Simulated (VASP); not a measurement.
# SbSe2 (Fm-3m) in VASP: a series of runs

Runs on SbSe2. Level: PBE. Tasks: single point, relaxation of cell and atoms.

All numbers are computed with VASP 6.6.1; they aren't measurements. Logs are shortened: lines on timing, memory, paths and dates and some standing lists are left out, and cuts for length are marked.

**1. The cell of the first run**

The structure is cubic, space group Fm-3m (No. 225). The conventional cell has a = 6.989 Å, b = 6.989 Å, c = 6.989 Å, α = 90.00°, β = 90.00°, γ = 90.00°. Sb (site symmetry m-3m) has 8 Se at 3.03 Å within 4.0 Å. Within 4.0 Å of Se (site symmetry -43m) lie 4 Sb at 3.03 Å and 6 Se at 3.49 Å.

**2. Single point, PBE**

Contents of INCAR:

```
PREC = Accurate
ENCUT = 520
EDIFF = 1E-6
ISMEAR = 0
SIGMA = 0.1
LREAL = F
LASPH = T
NELM = 60
ALGO = Normal
ISIF = 2
LWAVE = F
LCHARG = F
GGA = PE
NBANDS = 16
```

Contents of KPOINTS:

```
Automatic mesh
0
Gamma
  4 4 4
```

Contents of POSCAR:

```
SbSe2
1.0
    0.0000000000      3.4947408300      3.4947408300
    3.4947408300      0.0000000000      3.4947408300
    3.4947408300      3.4947408300      0.0000000000
Sb Se
1 2
Direct
    0.0000000000      0.0000000000      0.0000000000
    0.2500000000      0.2500000000      0.2500000000
    0.7500000000      0.7500000000      0.7500000000
```

Potentials or basis: VASP PAW PBE potentials, release 64 (Sb, Se).

The run is started by

```console
> cat potpaw_PBE.64/Sb/POTCAR potpaw_PBE.64/Se/POTCAR > POTCAR
> mpirun -np 1 vasp_std > vasp.out
```

OUTCAR:

```text
PREC = Accurate
   ENCUT = 520
   EDIFF = 1E-6
   ISMEAR = 0
   LREAL = F
   LASPH = T
   NELM = 60
   ISIF = 2
   GGA = PE

 ion  position               nearest neighbor table
   1  0.000  0.000  0.000-   3 3.03   3 3.03   3 3.03   2 3.03   3 3.03   2 3.03   2 3.03   2 3.03

   2  0.250  0.250  0.250-   1 3.03   1 3.03   1 3.03   1 3.03
   3  0.750  0.750  0.750-   1 3.03   1 3.03   1 3.03   1 3.03

  LATTYP: Found a face centered cubic cell.
 ALAT       =     6.9894816600

  Lattice vectors:

 A1 = (   0.0000000000,   3.4947408300,   3.4947408300)
 A2 = (   3.4947408300,   0.0000000000,   3.4947408300)
 A3 = (   3.4947408300,   3.4947408300,   0.0000000000)

Analysis of symmetry for initial positions (statically):
=====================================================================
 Subroutine PRICEL returns:
 Original cell was already a primitive cell.

 Routine SETGRP: Setting up the symmetry group for a
 face centered cubic supercell.

 Subroutine GETGRP returns: Found 48 space group operations
[... 9 lines left out ...]

 Routine SETGRP: Setting up the symmetry group for a
 face centered cubic supercell.

 Subroutine GETGRP returns: Found 48 space group operations
[... 11 lines left out ...]
                                     Primitive cell

  volume of cell :      85.3640

  direct lattice vectors                    reciprocal lattice vectors
     0.000000000  3.494740830  3.494740830    -0.143072126  0.143072126  0.143072126
     3.494740830  0.000000000  3.494740830     0.143072126 -0.143072126  0.143072126
     3.494740830  3.494740830  0.000000000     0.143072126  0.143072126 -0.143072126

  length of vectors
     4.942309879  4.942309879  4.942309879     0.247808191  0.247808191  0.247808191

  position of ions in fractional coordinates (direct lattice)
     0.000000000  0.000000000  0.000000000
     0.250000000  0.250000000  0.250000000
     0.750000000  0.750000000  0.750000000

  ion indices of the primitive-cell ions
   primitive index   ion index
                 1           1
                 2           2
                 3           3

----------------------------------------------------------------------------------------

 KPOINTS: Automatic mesh

Automatic generation of k-mesh.
 Grid dimensions read from file:
 generate k-points for:    4    4    4

 Generating k-lattice:

  Cartesian coordinates                     Fractional coordinates (reciprocal lattice)
    -0.035768031  0.035768031  0.035768031     0.250000000  0.000000000  0.000000000
     0.035768031 -0.035768031  0.035768031     0.000000000  0.250000000  0.000000000
     0.035768031  0.035768031 -0.035768031     0.000000000  0.000000000  0.250000000

  Length of vectors
     0.061952048  0.061952048  0.061952048

  Shift w.r.t. Gamma in fractional coordinates (k-lattice)
     0.000000000  0.000000000  0.000000000

 Subroutine IBZKPT returns following result:
 ===========================================

 Found      8 irreducible k-points:

 Following reciprocal coordinates:
            Coordinates               Weight
  0.000000  0.000000  0.000000      1.000000
  0.250000  0.000000  0.000000      8.000000
  0.500000  0.000000  0.000000      4.000000
  0.250000  0.250000  0.000000      6.000000
  0.500000  0.250000  0.000000     24.000000
 -0.250000  0.250000  0.000000     12.000000
  0.500000  0.500000  0.000000      3.000000
 -0.250000  0.500000  0.250000      6.000000
   k-points           NKPTS =      8   k-points in BZ     NKDIM =      8   number of bands    NBANDS=     16
   number of dos      NEDOS =    301   number of ions     NIONS =      3
   total plane-waves  NPLWV =  64000
   dimension x,y,z NGX =    40 NGY =   40 NGZ =   40
   dimension x,y,z NGXF=    80 NGYF=   80 NGZF=   80
   ions per type =               1   2
   NGX,Y,Z   is equivalent  to a cutoff of  13.45, 13.45, 13.45 a.u.
   NGXF,Y,Z  is equivalent  to a cutoff of  26.91, 26.91, 26.91 a.u.
 SYSTEM =  unknown system
   PREC   = accura    normal or accurate (medium, high low for compatibility)
   ISTART =      0    job   : 0-new  1-cont  2-samecut
   ICHARG =      2    charge: 1-file 2-atom 10-const
   ISPIN  =      1    spin polarized calculation?
   LNONCOLLINEAR =      F non collinear calculations
   LSORBIT =      F    spin-orbit coupling
   LASPH  =      T    aspherical Exc in radial PAW
   ENCUT  =  520.0 eV  38.22 Ry    6.18 a.u.   9.19  9.19  9.19*2*pi/ulx,y,z
   NELM   =     60;   NELMIN=  2; NELMDL= -5     # of ELM steps
   EDIFF  = 0.1E-05   stopping-criterion for ELM
   LREAL  =      F    real-space projection
   EDIFFG = 0.1E-04   stopping-criterion for IOM
   NSW    =      0    number of steps for IOM
   IBRION =     -1    ionic relax: 0-MD 1-quasi-New 2-CG
   NFREE  =      0    steps in history (QN), initial steepest desc. (CG)
   ISIF   =      2    stress and relaxation
   ISYM   =      2    0-nonsym 1-usesym 2-fastsym
   POTIM  = 0.5000    time-step for ionic-motion
[... 78 lines left out ...]
     11       5.7356      0.00000
     12       5.7356      0.00000
     13      10.7502      0.00000
     14      10.7502      0.00000
     15      11.2503      0.00000
     16      13.4260      0.00000

 k-point     3 :       0.5000    0.0000    0.0000
  band No.  band energies     occupation
      1      -8.7423      2.00000
      2      -8.4965      2.00000
      3      -4.5889      2.00000
      4       0.4944      2.00000
      5       0.4944      2.00000
      6       0.8716      2.00000
      7       1.9366      2.00000
      8       1.9366      2.00000
      9       4.0339      0.00006
     10       6.6326      0.00000
     11       6.6326      0.00000
     12       7.4130      0.00000
     13      10.5081      0.00000
     14      11.0901      0.00000
     15      11.0901      0.00000
     16      13.6814      0.00000

 k-point     4 :       0.2500    0.2500    0.0000
  band No.  band energies     occupation
      1      -9.4785      2.00000
      2      -7.7064      2.00000
      3      -4.2237      2.00000
      4      -0.1209      2.00000
      5      -0.1209      2.00000
      6       2.1723      2.00000
      7       2.5686      2.00000
      8       3.1632      2.00000
      9       3.1632      2.00000
     10       4.3917      0.00000
     11       6.4739      0.00000
     12       6.4739      0.00000
     13      10.2243      0.00000
     14      11.0106      0.00000
     15      11.8279      0.00000
     16      13.3287      0.00000

 k-point     5 :       0.5000    0.2500    0.0000
  band No.  band energies     occupation
      1      -8.7975      2.00000
      2      -8.1815      2.00000
      3      -5.1458      2.00000
      4      -0.2951      2.00000
      5      -0.2903      2.00000
      6       1.7519      2.00000
      7       3.0863      2.00000
      8       3.1131      2.00000
      9       3.5386      1.99730
     10       6.3299      0.00000
     11       6.9040      0.00000
     12       6.9710      0.00000
     13      10.1448      0.00000
     14      11.5866      0.00000
     15      12.6020      0.00000
     16      12.7563      0.00000

 k-point     6 :      -0.2500    0.2500    0.0000
  band No.  band energies     occupation
      1      -9.0325      2.00000
      2      -8.0794      2.00000
      3      -4.8011      2.00000
      4       0.0059      2.00000
      5       0.3652      2.00000
      6       0.8986      2.00000
      7       2.2814      2.00000
      8       3.3517      2.00000
      9       3.7555      0.94517
     10       5.9740      0.00000
     11       6.1906      0.00000
     12       7.2378      0.00000
     13       9.6928      0.00000
     14      11.8558      0.00000
     15      12.1780      0.00000
     16      13.9143      0.00000

 k-point     7 :       0.5000    0.5000    0.0000
  band No.  band energies     occupation
      1      -8.7399      2.00000
      2      -7.9711      2.00000
      3      -5.6000      2.00000
      4      -0.7344      2.00000
      5      -0.7344      2.00000
      6       1.9261      2.00000
      7       3.9643      0.00252
      8       3.9643      0.00252
      9       4.4838      0.00000
     10       4.7621      0.00000
     11       7.4713      0.00000
     12       7.4713      0.00000
     13       9.8491      0.00000
     14      11.5310      0.00000
     15      11.8785      0.00000
     16      13.3445      0.00000

 k-point     8 :      -0.2500    0.5000    0.2500
  band No.  band energies     occupation
      1      -8.3933      2.00000
      2      -8.3933      2.00000
      3      -5.5839      2.00000
      4      -0.9961      2.00000
      5       0.8990      2.00000
      6       0.8990      2.00000
      7       2.6812      2.00000
      8       4.1428      0.00000
      9       4.2759      0.00000
     10       6.2378      0.00000
     11       6.8028      0.00000
     12       6.8028      0.00000
     13      10.6576      0.00000
     14      12.1583      0.00000
     15      12.1583      0.00000
     16      12.2672      0.00000

------------------------ aborting loop because EDIFF is reached ----------------------------------------

  FORCE on cell =-STRESS in cart. coord.  units (eV):
  Direction    XX          YY          ZZ          XY          YZ          ZX
  --------------------------------------------------------------------------------------
  -------------------------------------------------------------------------------------
  Total       -1.0216342     -1.0216342     -1.0216342      0.0000000      0.0000000     -0.0000000
  in kB      -19.1748104    -19.1748104    -19.1748104      0.0000000      0.0000000     -0.0000000
  external PRESSURE =     -19.1748104 kB  Pullay stress =       0.0000000 kB

 VOLUME and BASIS-vectors are now :
 -----------------------------------------------------------------------------
  energy-cutoff  :      520.00
  volume of cell :       85.36
      direct lattice vectors                 reciprocal lattice vectors
     0.000000000  3.494740830  3.494740830    -0.143072126  0.143072126  0.143072126
     3.494740830  0.000000000  3.494740830     0.143072126 -0.143072126  0.143072126
     3.494740830  3.494740830  0.000000000     0.143072126  0.143072126 -0.143072126

 POSITION                                       TOTAL-FORCE (eV/Angst)
 -----------------------------------------------------------------------------------
      0.00000      0.00000      0.00000        -0.000000     -0.000000      0.000000
      1.74737      1.74737      1.74737         0.000000      0.000000     -0.000000
      5.24211      5.24211      5.24211         0.000000     -0.000000      0.000000
 -----------------------------------------------------------------------------------
    total drift:                                0.000000     -0.000000      0.000000

  FREE ENERGIE OF THE ION-ELECTRON SYSTEM (eV)
  ---------------------------------------------------
  free  energy   TOTEN  =       -10.7867607527 eV

  energy  without entropy=      -10.7732679246  energy(sigma->0) =      -10.78001434
```

Wall time 15 s (1 thread of Intel Xeon 6975P-C, shared host); peak memory 0.24 GiB.

What came out:

- Free energy: -10.7868 eV
- Pressure: -1.9 GPa

Levels at points of the mesh, in eV from the Fermi level:
| k point | band 4 | band 5 | band 6 | band 7 | band 8 | band 9 | band 10 | band 11 | band 12 | band 13 |
| --- | --- | --- | --- | --- | --- | --- | --- | --- | --- | --- |
| (0.00, 0.00, 0.00) | -2.56 | -2.56 | -2.56 | -1.91 | -1.91 | -1.91 | 1.52 | 1.52 | 1.52 | 5.83 |
| (0.50, 0.00, 0.00) | -3.26 | -3.26 | -2.88 | -1.81 | -1.81 | 0.28 | 2.88 | 2.88 | 3.66 | 6.76 |
| (0.50, 0.50, 0.00) | -4.49 | -4.49 | -1.82 | 0.21 | 0.21 | 0.73 | 1.01 | 3.72 | 3.72 | 6.10 |

Caveat: the k points lie up to 0.39 Å⁻¹ apart; spin-orbit coupling is left out, which moves the levels of the heavy elements.

**3. Single point, PBE**

This run uses another cell than the first one, of 27.45 Å³/atom, 0.965 times its volume.

Contents of INCAR:

```
SYSTEM = SbSe2
ALGO = Normal ; EDIFF = 1E-6
ENCUT = 520 ; GGA = PE
ISIF = 2 ; ISMEAR = 0
LASPH = .True. ; LCHARG = .False.
LREAL = .False. ; LWAVE = .False.
NBANDS = 16 ; NELM = 60
PREC = Accurate ; SIGMA = 0.1
```

Contents of KPOINTS:

```
k-points
0
Gamma
  4 4 4
  0 0 0
```

Contents of POSCAR:

```
SbSe2
1.0
    0.0000000000      3.4532724451      3.4532724451
    3.4532724451      0.0000000000      3.4532724451
    3.4532724451      3.4532724451      0.0000000000
Sb Se
1 2
Direct
    0.0000000000      0.0000000000      0.0000000000
    0.2500000000      0.2500000000      0.2500000000
    0.7500000000      0.7500000000      0.7500000000
```

Potentials or basis: VASP PAW PBE potentials, release 64 (Sb, Se).

The run is started by

```console
> cat potpaw_PBE.64/Sb/POTCAR potpaw_PBE.64/Se/POTCAR > POTCAR
> mpirun -np 1 vasp_std > vasp.out
```

Wall time 11 s (1 thread of Intel Xeon 6975P-C, shared host); peak memory 0.2 GiB.

The run converged. Its results:

```
Free energy : -10.8064 eV
Pressure    : -0.1 GPa
```

Levels at points of the mesh, in eV from the Fermi level:
| k point | band 6 | band 7 | band 8 | band 9 | band 10 | band 11 | band 12 | band 13 |
| --- | --- | --- | --- | --- | --- | --- | --- | --- |
| (0.00, 0.00, 0.00) | -2.70 | -1.99 | -1.99 | -1.99 | 1.52 | 1.52 | 1.52 | 5.76 |
| (0.50, 0.00, 0.00) | -2.98 | -1.93 | -1.93 | 0.36 | 2.97 | 2.97 | 3.87 | 6.72 |
| (0.50, 0.50, 0.00) | -1.89 | 0.22 | 0.22 | 0.77 | 1.12 | 3.86 | 3.86 | 6.14 |

Caveat: the k points lie up to 0.39 Å⁻¹ apart; spin-orbit coupling is left out, which moves the levels of the heavy elements.

**4. Relaxation of cell and atoms, PBE**

Contents of INCAR:

```
PREC = Accurate
ENCUT = 600
EDIFF = 1E-6
ISMEAR = 0
SIGMA = 0.1
LREAL = False
LASPH = True
NELM = 100
ALGO = Normal
ISIF = 3
LWAVE = False
LCHARG = False
GGA = PE
IBRION = 2
NSW = 90
EDIFFG = -0.04
```

Contents of KPOINTS:

```
Automatic mesh
0
Gamma
  4 4 4
```

Contents of POSCAR:

```
SbSe2
1.0
    0.0000000000      3.4947408300      3.4947408300
    3.4947408300      0.0000000000      3.4947408300
    3.4947408300      3.4947408300      0.0000000000
Sb Se
1 2
Direct
    0.0000000000      0.0000000000      0.0000000000
    0.2500000000      0.2500000000      0.2500000000
    0.7500000000      0.7500000000      0.7500000000
```

The run is started by

```console
> cat potpaw_PBE.64/Sb/POTCAR potpaw_PBE.64/Se/POTCAR > POTCAR
> mpirun -np 1 vasp_std > vasp.out
```

Run time: 31 s. Hardware: 1 thread of Intel Xeon 6975P-C, shared host; peak memory 0.24 GiB.

It converged, with:

```
Free energy                            : -10.8066 eV
Relaxed volume                         : 27.39 Å³/atom
Relaxed cell                           : a = 4.880 Å, b = 4.880 Å, c = 4.880 Å, α = 60.00°, β = 60.00°, γ = 60.00°
Space group after relaxing (to 0.05 Å) : Fm-3m (No. 225)
Energy gained by relaxing              : 6.6 meV/atom
Ionic steps                            : 3
Pressure after relaxing                : 0.0 GPa
```

Step by step:
| step | energy change (eV) | largest force (eV/Å) | pressure (GPa) | volume (Å³) |
| --- | --- | --- | --- | --- |
| 1 | 0.0000 | 0.0000 | -1.92 | 85.36 |
| 2 | -0.0179 | 0.0000 | 0.64 | 81.22 |
| 3 | -0.0198 | 0.0000 | 0.01 | 82.16 |

Final structure:
```cif
data_structure
_symmetry_space_group_name_H-M 'P 1'
_symmetry_Int_Tables_number 1
_cell_length_a 4.8797
_cell_length_b 4.8797
_cell_length_c 4.8797
_cell_angle_alpha 60.000
_cell_angle_beta 60.000
_cell_angle_gamma 60.000
_cell_volume 82.16
loop_
_atom_site_label
_atom_site_type_symbol
_atom_site_fract_x
_atom_site_fract_y
_atom_site_fract_z
_atom_site_occupancy
Sb1 Sb 0.00000 0.00000 0.00000 1
Se1 Se 0.25000 0.25000 0.25000 1
Se2 Se 0.75000 0.75000 0.75000 1
```

Levels at points of the mesh, in eV from the Fermi level:
| k point | band 7 | band 8 | band 9 | band 10 | band 11 | band 12 |
| --- | --- | --- | --- | --- | --- | --- |
| (0.00, 0.00, 0.00) | -2.00 | -2.00 | -2.00 | 1.52 | 1.52 | 1.52 |
| (0.50, 0.00, 0.00) | -1.93 | -1.93 | 0.37 | 2.98 | 2.98 | 3.88 |
| (0.50, 0.50, 0.00) | 0.22 | 0.22 | 0.77 | 1.13 | 3.87 | 3.87 |

Caveat: the k points lie up to 0.39 Å⁻¹ apart in the final cell; spin-orbit coupling is left out, which moves the levels of the heavy elements.

**5. Single point, PBE**

This run uses another cell than the first one, of 27.53 Å³/atom, 0.967 times its volume.

Contents of INCAR:

```
ALGO = Normal
EDIFF = 1E-6
ENCUT = 520
GGA = PE
ISIF = 2
ISMEAR = 0
LASPH = T
LCHARG = F
LREAL = F
LWAVE = F
NBANDS = 16
NELM = 80
PREC = Accurate
SIGMA = 0.1
```

Contents of KPOINTS:

```
k-points
0
Gamma
  12 12 12
```

Contents of POSCAR:

```
SbSe2
1.0
    0.0000000000      3.4563971237      3.4563971237
    3.4563971237      0.0000000000      3.4563971237
    3.4563971237      3.4563971237      0.0000000000
Sb Se
1 2
Direct
    0.0000000000      0.0000000000      0.0000000000
    0.2500000000      0.2500000000      0.2500000000
    0.7500000000      0.7500000000      0.7500000000
```

The run is started by

```console
> cat potpaw_PBE.64/Sb/POTCAR potpaw_PBE.64/Se/POTCAR > POTCAR
> mpirun -np 1 vasp_std > vasp.out
```

It took 68 s on 1 thread of Intel Xeon 6975P-C, shared host; peak memory 0.26 GiB.

Results (log left out):

```
Free energy : -10.8055 eV
Pressure    : -0.1 GPa
```

Levels at points of the mesh, in eV from the Fermi level:
| k point | band 7 | band 8 | band 9 | band 10 | band 11 | band 12 |
| --- | --- | --- | --- | --- | --- | --- |
| (0.00, 0.00, 0.00) | -2.04 | -2.04 | -2.04 | 1.46 | 1.46 | 1.46 |
| (0.50, 0.00, 0.00) | -1.98 | -1.98 | 0.29 | 2.91 | 2.91 | 3.80 |
| (0.50, 0.50, 0.00) | 0.15 | 0.15 | 0.70 | 1.07 | 3.81 | 3.81 |

Caveat: spin-orbit coupling is left out, which moves the levels of the heavy elements.

**6. Relaxation of cell and atoms, PBE**

This run uses another cell than the first one, of 27.45 Å³/atom, 0.965 times its volume.

Contents of INCAR:

```
SYSTEM = SbSe2
ALGO = Normal ; EDIFF = 1E-6
EDIFFG = -0.01 ; ENCUT = 600
GGA = PE ; IBRION = 2
ISIF = 3 ; ISMEAR = 0
LASPH = .True. ; LCHARG = .False.
LREAL = .False. ; LWAVE = .False.
NELM = 60 ; NSW = 100
PREC = Accurate ; SIGMA = 0.1
```

Contents of KPOINTS:

```
k-points
0
Gamma
  12 12 12
  0 0 0
```

Contents of POSCAR:

```
SbSe2
1.0
    0.0000000000      3.4532724451      3.4532724451
    3.4532724451      0.0000000000      3.4532724451
    3.4532724451      3.4532724451      0.0000000000
Sb Se
1 2
Direct
    0.0000000000      0.0000000000      0.0000000000
    0.2500000000      0.2500000000      0.2500000000
    0.7500000000      0.7500000000      0.7500000000
```

Potentials or basis: VASP PAW PBE potentials, release 64 (Sb, Se).

The run is started by

```console
> cat potpaw_PBE.64/Sb/POTCAR potpaw_PBE.64/Se/POTCAR > POTCAR
> mpirun -np 1 vasp_std > vasp.out
```

Wall time 71 s (1 thread of Intel Xeon 6975P-C, shared host); peak memory 0.3 GiB.

It converged, with:

* Free energy: -10.8056 eV
* Pressure after relaxing: 0.0 GPa

Final structure:
```
Sb Se
1.0
     0.00000    3.45327    3.45327
     3.45327    0.00000    3.45327
     3.45327    3.45327    0.00000
Sb Se
1 2
Direct
  0.00000 0.00000 0.00000
  0.25000 0.25000 0.25000
  0.75000 0.75000 0.75000
```

Levels at points of the mesh, in eV from the Fermi level:
```tsv
k point	band 6	band 7	band 8	band 9	band 10	band 11	band 12
(0.00, 0.00, 0.00)	-2.77	-2.05	-2.05	-2.05	1.46	1.46	1.46
(0.50, 0.00, 0.00)	-3.04	-1.99	-1.99	0.30	2.92	2.92	3.82
(0.50, 0.50, 0.00)	-1.95	0.15	0.15	0.70	1.07	3.82	3.82
```

Caveat: the relaxation stopped at its first step, so nothing moved; spin-orbit coupling is left out, which moves the levels of the heavy elements.

**7. Summary**

| task | cell | k mesh | cutoff (eV) | gap on the mesh (eV) | pressure (GPa) |
| --- | --- | --- | --- | --- | --- |
| single point | a = 4.942 Å, angles 60.0°, 3 atoms | 4 × 4 × 4 | 520 | none | -1.9 |
| single point | a = 4.884 Å, angles 60.0°, 3 atoms | 4 × 4 × 4 | 520 | none | -0.1 |
| relaxation of cell and atoms | relaxed from a = 4.942 Å, angles 60.0°, 3 atoms | 4 × 4 × 4 | 600 | none | 0.0 |
| single point | a = 4.888 Å, angles 60.0°, 3 atoms | 12 × 12 × 12 | 520 | none | -0.1 |
| relaxation of cell and atoms | relaxed from a = 4.884 Å, angles 60.0°, 3 atoms | 12 × 12 × 12 | 600 | none | 0.0 |

Alike in all rows: level PBE; potentials or basis VASP PAW PBE potentials, release 64 (Sb, Se); no spin polarisation; smearing gaussian 0.1 eV.

Caveats: some runs use coarse meshes; spin-orbit coupling is left out, which moves the levels of the heavy elements; the relaxation stopped at its first step, so nothing moved (some runs).

Total energies depend on the potentials used, so only differences within one code and one set of settings carry meaning.
